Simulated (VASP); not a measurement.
AlN:

```xyz
2
Lattice="0.0000 2.1840 2.1840 2.1840 0.0000 2.1840 2.1840 2.1840 0.0000" Properties=species:S:1:pos:R:3 pbc="T T T"
Al    0.0000    0.0000    0.0000
N     1.0920    1.0920    1.0920
```

```yaml
Program: VASP 6.6.1
Task: relaxation of cell and atoms
Functional: RPBE
Potentials_or_basis: VASP PAW PBE potentials, release 64 (Al, N)
Cutoff: 600 eV
k_mesh: 10 × 10 × 10
Occupations: fermi-dirac, width 0.05 eV
Spin: no spin polarisation
```

At the start: pressure 7.8 GPa; volume 10.42 Å³/atom.

Problem. Where does the relaxation end?

Solution. Over 3 steps the energy falls by 9.7 meV/atom and the volume is 10.83 Å³/atom (+4.0 %); space group F-43m (No. 216, to 0.05 Å).

The path:
```
step  energy change (eV)  largest force (eV/Å)  pressure (GPa)  volume (Å³)
   1              0.0000                0.0000            7.78        20.83
   2             -0.0055                0.0000           -5.88        22.40
   3             -0.0193                0.0000           -0.02        21.66
```

Final structure:
```xyz
2
Lattice="0.0000 2.2125 2.2125 2.2125 0.0000 2.2125 2.2125 2.2125 0.0000" Properties=species:S:1:pos:R:3 pbc="T T T"
Al    0.0000    0.0000    0.0000
N     1.1063    1.1063    1.1063
```

Caveat: the PAW data sets were made with another functional, which shifts forces and pressure a little.
